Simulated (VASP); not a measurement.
# PtSe2 (P-3m1) in VASP: notebook, part 2 of 3

VASP 6.6.1. The steps go on from the part before.

## Step 3: Single point, r2SCAN (biaxial strain in the a-b plane: -2.0 %)

POSCAR

```
PtSe2
1.0
    3.6431326350      0.0000000000      0.0000000000
   -1.8215663175      3.1550454112      0.0000000000
    0.0000000000      0.0000000000      5.8917152836
Pt Se
1 2
Direct
    0.0000000000      0.0000000000      0.0000000000
    0.6666666667      0.3333333333      0.7767977666
    0.3333333333      0.6666666667      0.2232022334
```

INCAR.step1

```
PREC = Accurate
ENCUT = 520
ISMEAR = 0
SIGMA = 0.02
LREAL = F
LASPH = T
NELM = 80
NBANDS = 18
GGA = PE
ALGO = Normal
EDIFF = 1E-4
LWAVE = T
LCHARG = F
```

INCAR.step2

```
PREC = Accurate
ENCUT = 520
EDIFF = 1E-6
ISMEAR = 0
SIGMA = 0.02
LREAL = F
LASPH = T
NELM = 80
ALGO = Normal
ISIF = 2
LWAVE = F
LCHARG = T
METAGGA = R2SCAN
LMIXTAU = T
LELF = T
LVHAR = T
NBANDS = 18
ISTART = 1
```

KPOINTS

```
regular mesh
0
Gamma
  12 12 6
```

Potentials or basis: VASP PAW PBE potentials, release 64 (Pt, Se).

The run is started by

```console
cat potpaw_PBE.64/Pt/POTCAR potpaw_PBE.64/Se/POTCAR > POTCAR
cp INCAR.step1 INCAR
mpirun -np 1 vasp_std > vasp.out
cp INCAR.step2 INCAR
mpirun -np 1 vasp_std > vasp.out
```

OUTCAR:

```text
PREC = Accurate
   ENCUT = 520
   EDIFF = 1E-6
   ISMEAR = 0
   LREAL = F
   LASPH = T
   NELM = 80
   ISIF = 2
   METAGGA = R2SCAN
   ISTART = 1

 ion  position               nearest neighbor table
   1  0.000  0.000  0.000-   2 2.48   3 2.48   3 2.48   2 2.48   2 2.48   3 2.48
   2  0.667  0.333  0.777-   1 2.48   1 2.48   1 2.48
   3  0.333  0.667  0.223-   1 2.48   1 2.48   1 2.48

  LATTYP: Found a hexagonal cell.
 ALAT       =     3.6431326350
 C/A-ratio  =     1.6172113052

  Lattice vectors:

 A1 = (   3.6431326350,   0.0000000000,   0.0000000000)
 A2 = (  -1.8215663175,   3.1550454112,   0.0000000000)
 A3 = (   0.0000000000,   0.0000000000,   5.8917152836)

Analysis of symmetry for initial positions (statically):
=====================================================================
 Subroutine PRICEL returns:
 Original cell was already a primitive cell.

 Routine SETGRP: Setting up the symmetry group for a
 hexagonal supercell.

 Subroutine GETGRP returns: Found 12 space group operations
 (whereof 12 operations were pure point group operations)
 out of a pool of 24 trial point group operations.

The static configuration has the point symmetry D_3d.

Analysis of symmetry for dynamics (positions and initial velocities):
=====================================================================
 Subroutine PRICEL returns:
 Original cell was already a primitive cell.

 Routine SETGRP: Setting up the symmetry group for a
 hexagonal supercell.

 Subroutine GETGRP returns: Found 12 space group operations
 (whereof 12 operations were pure point group operations)
 out of a pool of 24 trial point group operations.

The dynamic configuration has the point symmetry D_3d.

 Subroutine INISYM returns: Found 12 space group operations
 (whereof 12 operations are pure point group operations),
 and found     1 'primitive' translations

----------------------------------------------------------------------------------------

                                     Primitive cell

  volume of cell :      67.7208

  direct lattice vectors                    reciprocal lattice vectors
     3.643132635  0.000000000  0.000000000     0.274489046  0.158476324  0.000000000
    -1.821566318  3.155045411  0.000000000     0.000000000  0.316952649  0.000000000
     0.000000000  0.000000000  5.891715284     0.000000000  0.000000000  0.169729858

  length of vectors
     3.643132635  3.643132635  5.891715284     0.316952649  0.316952649  0.169729858

  position of ions in fractional coordinates (direct lattice)
     0.000000000  0.000000000  0.000000000
     0.666666667  0.333333333  0.776797767
     0.333333333  0.666666667  0.223202233

  ion indices of the primitive-cell ions
   primitive index   ion index
                 1           1
                 2           2
                 3           3

----------------------------------------------------------------------------------------

 KPOINTS: regular mesh

Automatic generation of k-mesh.
 Grid dimensions read from file:
 generate k-points for:   12   12    6

 Generating k-lattice:

  Cartesian coordinates                     Fractional coordinates (reciprocal lattice)
     0.022874087  0.013206360  0.000000000     0.083333333  0.000000000  0.000000000
     0.000000000  0.026412721  0.000000000     0.000000000  0.083333333  0.000000000
     0.000000000  0.000000000  0.028288310     0.000000000  0.000000000  0.166666667

  Length of vectors
     0.026412721  0.026412721  0.028288310

  Shift w.r.t. Gamma in fractional coordinates (k-lattice)
     0.000000000  0.000000000  0.000000000

 Subroutine IBZKPT returns following result:
 ===========================================

 Found    100 irreducible k-points:

 Following reciprocal coordinates:
            Coordinates               Weight
  0.000000  0.000000  0.000000      1.000000
  0.083333  0.000000  0.000000      6.000000
  0.166667  0.000000  0.000000      6.000000
  0.250000  0.000000  0.000000      6.000000
  0.333333 -0.000000  0.000000      6.000000
  0.416667  0.000000  0.000000      6.000000
[... 16 lines left out ...]
  0.166667  0.000000  0.166667      6.000000
  0.000000  0.166667  0.166667      6.000000
 [... further k-points ...]
   k-points           NKPTS =    100   k-points in BZ     NKDIM =    100   number of bands    NBANDS=     18
   number of dos      NEDOS =    301   number of ions     NIONS =      3
   total plane-waves  NPLWV =  37632
   dimension x,y,z NGX =    28 NGY =   28 NGZ =   48
   dimension x,y,z NGXF=    56 NGYF=   56 NGZF=   96
   ions per type =               1   2
   NGX,Y,Z   is equivalent  to a cutoff of  12.78, 12.78, 13.54 a.u.
   NGXF,Y,Z  is equivalent  to a cutoff of  25.55, 25.55, 27.09 a.u.
 SYSTEM =  unknown system
   PREC   = accura    normal or accurate (medium, high low for compatibility)
   ISTART =      1    job   : 0-new  1-cont  2-samecut
   ICHARG =      0    charge: 1-file 2-atom 10-const
   ISPIN  =      1    spin polarized calculation?
   LNONCOLLINEAR =      F non collinear calculations
   LSORBIT =      F    spin-orbit coupling
   LASPH  =      T    aspherical Exc in radial PAW
   ENCUT  =  520.0 eV  38.22 Ry    6.18 a.u.   6.77  6.77 10.95*2*pi/ulx,y,z
   NELM   =     80;   NELMIN=  2; NELMDL=  0     # of ELM steps
   EDIFF  = 0.1E-05   stopping-criterion for ELM
   LREAL  =      F    real-space projection
   EDIFFG = 0.1E-04   stopping-criterion for IOM
   NSW    =      0    number of steps for IOM
   IBRION =     -1    ionic relax: 0-MD 1-quasi-New 2-CG
   NFREE  =      0    steps in history (QN), initial steepest desc. (CG)
   ISIF   =      2    stress and relaxation
   ISYM   =      2    0-nonsym 1-usesym 2-fastsym
   POTIM  = 0.5000    time-step for ionic-motion
   TEBEG  =    0.0;   TEEND  =   0.0 temperature during run
   PSTRESS=    0.0 pullay stress
   NELECT =      22.0000    total number of electrons
   NUPDOWN=      -1.0000    fix difference up-down
   EMIN   =  10.00;   EMAX   =-10.00  energy-range for DOS
   EFERMI =   0.00;   METHOD = LEGACY
   ISMEAR =     0;   SIGMA  =   0.02  broadening in eV -4-tet -1-fermi 0-gaus
   EFERMI_NEDOS =   21; number of points for ismear=-14 and -15
   IALGO  =     38    algorithm
   IMIX   =      4    mixing-type and parameters
     AMIX     =   0.40;   BMIX     =  1.00
     AMIX_MAG =   1.60;   BMIX_MAG =  1.00
  volume/ion in A,a.u.               =      22.57       152.33
  Fermi-wavevector in a.u.,A,eV,Ry     =   1.125404  2.126704 17.232229  1.266533
  Thomas-Fermi vector in A             =   2.262080
   LORBIT       =      0    0 simple, 1 ext, 2 COOP (PROOUT), +10 PAW based schemes
   METAGGA = R2SCAN    functional components
   LHFCALC =     F    Hartree Fock is set to
   AEXX    =    0.0000 exact exchange contribution
   IVDW    =     0    specifies the selected vdW correction
   LEPSILON=     F    determine dielectric tensor
   LRPA    =     F    only Hartree local field effects (RPA)
 non-spin polarized calculation
 Gauss-broadening in eV      SIGMA  =   0.02
  energy-cutoff  :      520.00
  volume of cell :       67.72
 maximum number of plane-waves:      1842
   NGX = 13   NGY = 13   NGZ = 21

 number of electron      22.0000000 magnetization

 Free energy of the ion-electron system (eV)
  ---------------------------------------------------
  ext. energy  EPLUGINS =         0.00000000
  ---------------------------------------------------
  free energy    TOTEN  =       -81.44804097 eV

  energy without entropy =      -81.44804097  energy(sigma->0) =      -81.44804097

 E-fermi :   4.6975     XC(G=0): -10.4986

 val. band max:        4.5601179046   @ k =   0.0833   0.0833   0.0000
 cond. band min:       5.3101789568   @ k =   0.0000   0.2500   0.3333
 fundamental gap:      0.7500610522
 Fermi energy:         4.6974720611

 k-point     1 :       0.0000    0.0000    0.0000
  band No.  band energies     occupation
      1     -10.9333      2.00000
      2      -8.6915      2.00000
      3      -2.0044      2.00000
      4      -1.5165      2.00000
      5      -1.5165      2.00000
      6       0.8361      2.00000
[... 10 lines left out ...]
     17      13.1610      0.00000
     18      15.8734      0.00000
[... 463 lines left out ...]
 k-point    24 :       0.0000    0.1667    0.1667
  band No.  band energies     occupation
      1     -10.5678      2.00000
      2      -8.7989      2.00000
      3      -1.7225      2.00000
      4      -1.3348      2.00000
      5      -1.2760      2.00000
      6       0.3150      2.00000
[... 10 lines left out ...]
     17      14.0930      0.00000
     18      14.4185      0.00000

 [... further k-points ...]

------------------------ aborting loop because EDIFF is reached ----------------------------------------

  FORCE on cell =-STRESS in cart. coord.  units (eV):
  Direction    XX          YY          ZZ          XY          YZ          ZX
  --------------------------------------------------------------------------------------
  -------------------------------------------------------------------------------------
  Total        2.5954801      2.5954801      1.3733637      0.0000000      0.0000000      0.0000000
  in kB       61.4053108     61.4053108     32.4918024      0.0000000      0.0000000      0.0000000
  external PRESSURE =      51.7674747 kB  Pullay stress =       0.0000000 kB

 VOLUME and BASIS-vectors are now :
 -----------------------------------------------------------------------------
  energy-cutoff  :      520.00
  volume of cell :       67.72
      direct lattice vectors                 reciprocal lattice vectors
     3.643132635  0.000000000  0.000000000     0.274489046  0.158476324  0.000000000
    -1.821566318  3.155045411  0.000000000     0.000000000  0.316952649  0.000000000
     0.000000000  0.000000000  5.891715284     0.000000000  0.000000000  0.169729858

 POSITION                                       TOTAL-FORCE (eV/Angst)
 -----------------------------------------------------------------------------------
      0.00000      0.00000      0.00000        -0.000000      0.000000      0.000000
      1.82157      1.05168      4.57667         0.000000      0.000000     -0.480208
     -0.00000      2.10336      1.31504         0.000000      0.000000      0.480208
 -----------------------------------------------------------------------------------
    total drift:                               -0.000000      0.000000      0.000000

  FREE ENERGIE OF THE ION-ELECTRON SYSTEM (eV)
  ---------------------------------------------------
  free  energy   TOTEN  =       -81.4480409685 eV

  energy  without entropy=      -81.4480409685  energy(sigma->0) =      -81.44804097
```

It took 6.4 min on 1 thread of AMD EPYC 7R13 (Zen 3), shared host; peak memory 0.25 GiB.

Results:

```yaml
Free_energy: -81.4480 eV
Pressure: 5.2 GPa
Largest_force: 0.480 eV/Å
Band_gap_on_the_k_mesh: 0.75 eV (least direct gap 1.07 eV)
```

Forces on the atoms (eV/Å):
```
Pt   0.000  0.000  0.000
Se   0.000  0.000 -0.480
Se   0.000  0.000  0.480
```

Caveat: the cell differs from its parent crystal (biaxial strain in the a-b plane: -2.0 %); the cell stands under pressure; the PAW data sets were made with another functional, which shifts forces and pressure a little; spin-orbit coupling is left out, which moves the levels of the heavy elements.

## Step 4: Single point, r2SCAN (biaxial strain in the a-b plane: +3.0 %, then relaxed in part)

POSCAR

```
PtSe2
1.0
    3.8290067490      0.0000000000      0.0000000000
   -1.9145033745      3.3160171159      0.0000000000
    0.0000000000      0.0000000000      5.3825186052
Pt Se
1 2
Direct
    0.0000000000      0.0000000000      0.0000000000
    0.6666666667      0.3333333333      0.7672361266
    0.3333333333      0.6666666667      0.2327638734
```

INCAR.step1

```
PREC = Accurate ; ENCUT = 520
ISMEAR = 0 ; SIGMA = 0.02
LREAL = False ; LASPH = True
NELM = 80 ; NBANDS = 18
GGA = PE ; ALGO = Normal
EDIFF = 1E-4 ; LWAVE = True
LCHARG = False
```

INCAR.step2

```
PREC = Accurate ; ENCUT = 520
EDIFF = 1E-6 ; ISMEAR = 0
SIGMA = 0.02 ; LREAL = False
LASPH = True ; NELM = 80
ALGO = Normal ; ISIF = 2
LWAVE = False ; LCHARG = True
METAGGA = R2SCAN ; LMIXTAU = True
LELF = True ; LVHAR = True
NBANDS = 18 ; ISTART = 1
```

KPOINTS is that of step 3.

Potentials or basis: VASP PAW PBE potentials, release 64 (Pt, Se).

The run is started by

```console
cat potpaw_PBE.64/Pt/POTCAR potpaw_PBE.64/Se/POTCAR > POTCAR
cp INCAR.step1 INCAR
mpirun -np 1 vasp_std > vasp.out
cp INCAR.step2 INCAR
mpirun -np 1 vasp_std > vasp.out
```

OUTCAR:

```text
PREC = Accurate
   ENCUT = 520
   EDIFF = 1E-6
   ISMEAR = 0
   LREAL = False
   LASPH = True
   NELM = 80
   ISIF = 2
   METAGGA = R2SCAN
   ISTART = 1

 ion  position               nearest neighbor table
   1  0.000  0.000  0.000-   2 2.54   3 2.54   2 2.54   3 2.54   2 2.54   3 2.54
   2  0.667  0.333  0.767-   1 2.54   1 2.54   1 2.54
   3  0.333  0.667  0.233-   1 2.54   1 2.54   1 2.54

  LATTYP: Found a hexagonal cell.
 ALAT       =     3.8290067490
 C/A-ratio  =     1.4057218903

  Lattice vectors:

 A1 = (   3.8290067490,   0.0000000000,   0.0000000000)
 A2 = (  -1.9145033745,   3.3160171159,   0.0000000000)
 A3 = (   0.0000000000,   0.0000000000,   5.3825186052)

Analysis of symmetry for initial positions (statically):
=====================================================================
 Subroutine PRICEL returns:
 Original cell was already a primitive cell.

 Routine SETGRP: Setting up the symmetry group for a
 hexagonal supercell.

 Subroutine GETGRP returns: Found 12 space group operations
 (whereof 12 operations were pure point group operations)
 out of a pool of 24 trial point group operations.

The static configuration has the point symmetry D_3d.

Analysis of symmetry for dynamics (positions and initial velocities):
=====================================================================
 Subroutine PRICEL returns:
 Original cell was already a primitive cell.

 Routine SETGRP: Setting up the symmetry group for a
 hexagonal supercell.

 Subroutine GETGRP returns: Found 12 space group operations
 (whereof 12 operations were pure point group operations)
 out of a pool of 24 trial point group operations.

[... 115 lines left out ...]
   EMIN   =  10.00;   EMAX   =-10.00  energy-range for DOS
   EFERMI =   0.00;   METHOD = LEGACY
   ISMEAR =     0;   SIGMA  =   0.02  broadening in eV -4-tet -1-fermi 0-gaus
   EFERMI_NEDOS =   21; number of points for ismear=-14 and -15
   IALGO  =     38    algorithm
   IMIX   =      4    mixing-type and parameters
     AMIX     =   0.40;   BMIX     =  1.00
     AMIX_MAG =   1.60;   BMIX_MAG =  1.00
  volume/ion in A,a.u.               =      22.78       153.73
  Fermi-wavevector in a.u.,A,eV,Ry     =   1.121983  2.120240 17.127635  1.258846
  Thomas-Fermi vector in A             =   2.258640
   LORBIT       =      0    0 simple, 1 ext, 2 COOP (PROOUT), +10 PAW based schemes
   METAGGA = R2SCAN    functional components
   LHFCALC =     F    Hartree Fock is set to
   AEXX    =    0.0000 exact exchange contribution
   IVDW    =     0    specifies the selected vdW correction
   LEPSILON=     F    determine dielectric tensor
   LRPA    =     F    only Hartree local field effects (RPA)
 non-spin polarized calculation
 Gauss-broadening in eV      SIGMA  =   0.02
  energy-cutoff  :      520.00
  volume of cell :       68.34
 maximum number of plane-waves:      1863
   NGX = 15   NGY = 15   NGZ = 21

 number of electron      22.0000003 magnetization

 Free energy of the ion-electron system (eV)
  ---------------------------------------------------
  ext. energy  EPLUGINS =         0.00000000
  ---------------------------------------------------
  free energy    TOTEN  =       -81.44019744 eV

  energy without entropy =      -81.44019743  energy(sigma->0) =      -81.44019744

 E-fermi :   4.9748     XC(G=0): -10.5699

 val. band max:        4.9106467624   @ k =   0.0000   0.0000   0.0000
 cond. band min:       5.0440135009   @ k =   0.0000   0.2500   0.3333
 fundamental gap:      0.1333667385
 Fermi energy:         4.9747724213

 k-point     1 :       0.0000    0.0000    0.0000
  band No.  band energies     occupation
      1     -10.7519      2.00000
      2      -8.3373      2.00000
      3      -1.7318      2.00000
      4      -1.4448      2.00000
      5      -1.4448      2.00000
      6       0.9734      2.00000
[... 481 lines left out ...]
      5      -0.9435      2.00000
      6       0.4664      2.00000
[... 10 lines left out ...]
     17      13.7424      0.00000
     18      13.8338      0.00000

 [... further k-points ...]

------------------------ aborting loop because EDIFF is reached ----------------------------------------

  FORCE on cell =-STRESS in cart. coord.  units (eV):
  Direction    XX          YY          ZZ          XY          YZ          ZX
  --------------------------------------------------------------------------------------
  -------------------------------------------------------------------------------------
  Total       -1.9537671     -1.9537671     -0.0022728      0.0000000      0.0000000      0.0000000
  in kB      -45.8031065    -45.8031065     -0.0532813      0.0000000      0.0000000      0.0000000
  external PRESSURE =     -30.5531647 kB  Pullay stress =       0.0000000 kB

 VOLUME and BASIS-vectors are now :
 -----------------------------------------------------------------------------
  energy-cutoff  :      520.00
  volume of cell :       68.34
      direct lattice vectors                 reciprocal lattice vectors
     3.829006749  0.000000000  0.000000000     0.261164335  0.150783299  0.000000000
    -1.914503374  3.316017116  0.000000000     0.000000000  0.301566598  0.000000000
     0.000000000  0.000000000  5.382518605     0.000000000  0.000000000  0.185786631

 POSITION                                       TOTAL-FORCE (eV/Angst)
 -----------------------------------------------------------------------------------
      0.00000      0.00000      0.00000         0.000000      0.000000      0.000000
      1.91450      1.10534      4.12966         0.000000      0.000000     -0.007256
     -0.00000      2.21068      1.25286        -0.000000      0.000000      0.007256
 -----------------------------------------------------------------------------------
    total drift:                                0.000000     -0.000000      0.000000

  FREE ENERGIE OF THE ION-ELECTRON SYSTEM (eV)
  ---------------------------------------------------
  free  energy   TOTEN  =       -81.4401974359 eV

  energy  without entropy=      -81.4401974349  energy(sigma->0) =      -81.44019744
```

OUTCAR.step1:

```text
PREC = Accurate
   ENCUT = 520
   ISMEAR = 0
   LREAL = False
   LASPH = True
[... 729 lines left out ...]
      0.00000      0.00000      0.00000         0.000000      0.000000      0.000000
      1.91450      1.10534      4.12966         0.000000     -0.000000     -0.119560
     -0.00000      2.21068      1.25286        -0.000000      0.000000      0.119560
 -----------------------------------------------------------------------------------
    total drift:                               -0.000000     -0.000000      0.000000

  FREE ENERGIE OF THE ION-ELECTRON SYSTEM (eV)
  ---------------------------------------------------
  free  energy   TOTEN  =       -14.2655710771 eV

  energy  without entropy=      -14.2655119456  energy(sigma->0) =      -14.26554151
```

OSZICAR.step1:

```text
N       E                     dE             d eps       ncg     rms          rms(c)
DAV:   1     0.110087487149E+03    0.11009E+03   -0.99005E+03  3632   0.106E+03
DAV:   2    -0.978863838648E+01   -0.11988E+03   -0.11615E+03  4488   0.205E+02
DAV:   3    -0.150460065863E+02   -0.52574E+01   -0.52087E+01  4356   0.435E+01
DAV:   4    -0.150897675626E+02   -0.43761E-01   -0.43743E-01  4472   0.432E+00
DAV:   5    -0.150902983022E+02   -0.53074E-03   -0.53072E-03  4344   0.455E-01    0.115E+01
DAV:   6    -0.145258942530E+02    0.56440E+00   -0.45917E+00  3710   0.194E+01    0.720E+00
DAV:   7    -0.142828603756E+02    0.24303E+00   -0.90245E-01  3676   0.914E+00    0.346E+00
DAV:   8    -0.142678056753E+02    0.15055E-01   -0.55973E-02  3974   0.157E+00    0.809E-01
DAV:   9    -0.142653407549E+02    0.24649E-02   -0.77466E-03  4080   0.835E-01    0.188E-01
DAV:  10    -0.142655630998E+02   -0.22234E-03   -0.13897E-03  4172   0.218E-01    0.411E-02
DAV:  11    -0.142655710771E+02   -0.79773E-05   -0.42737E-05  2262   0.574E-02
   1 F= -.14265571E+02 E0= -.14265542E+02  d E =-.591316E-04
```

Run time: 5.3 min. Hardware: 1 thread of AMD EPYC 7R13 (Zen 3), shared host; peak memory 0.24 GiB.

What came out:

```
Free energy            : -81.4402 eV
Pressure               : -3.1 GPa
Largest force          : 0.007 eV/Å
Band gap on the k mesh : 0.13 eV (least direct gap 0.76 eV)
```

Forces in eV/Å, atoms in the order of the input:
```
Pt   0.000  0.000  0.000
Se   0.000  0.000 -0.007
Se   0.000  0.000  0.007
```

Caveat: the cell differs from its parent crystal (biaxial strain in the a-b plane: +3.0 %, then relaxed in part); the cell stands under tension; the PAW data sets were made with another functional, which shifts forces and pressure a little; spin-orbit coupling is left out, which moves the levels of the heavy elements.

[end of part 2 of 3]
